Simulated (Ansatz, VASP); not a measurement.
## CdS in VASP and in Ansatz

```
Cd S
1.0
     0.00000    2.88133    2.96820
     2.88133    0.00000    2.96820
     2.88133    2.88133    0.00000
Cd S
1 1
Cartesian
  0.0000 0.0000 0.0000
  4.3220 4.3220 4.4523
```

Change from the starting cell: z stretched by +2 % at fixed volume, crystal datasets.

Alike in both runs: task electric field gradients; functional PBE; k mesh 9 × 9 × 9; occupations fermi-dirac, width 0.03 eV; no spin polarisation.

|  | VASP | Ansatz |
| --- | --- | --- |
| version | VASP 6.6.1 | Ansatz 0.2.0 |
| potentials or method | VASP PAW PBE potentials, release 64 (Cd, S), cutoff 520 eV | all-electron PAW with datasets made for the crystal, scalar-relativistic |

|  | VASP | Ansatz | Ansatz less VASP |
| --- | --- | --- | --- |
| gap on the k mesh at the Fermi level (eV) | 1.13 | 1.13 | -0.005 |
| pressure (GPa) | 3.6 | 3.3 | -0.34 |
| traceless stress, the component that is largest in VASP (GPa) | -0.34 | -0.34 | -0.008 |
| size of Vzz on the site where it differs most (V/Å²) | 9.3 | 9.9 | +0.61 |

Ansatz ran all-electron here, and VASP with PAW potentials. Ansatz's warnings: band levels unverified, printed levels off.
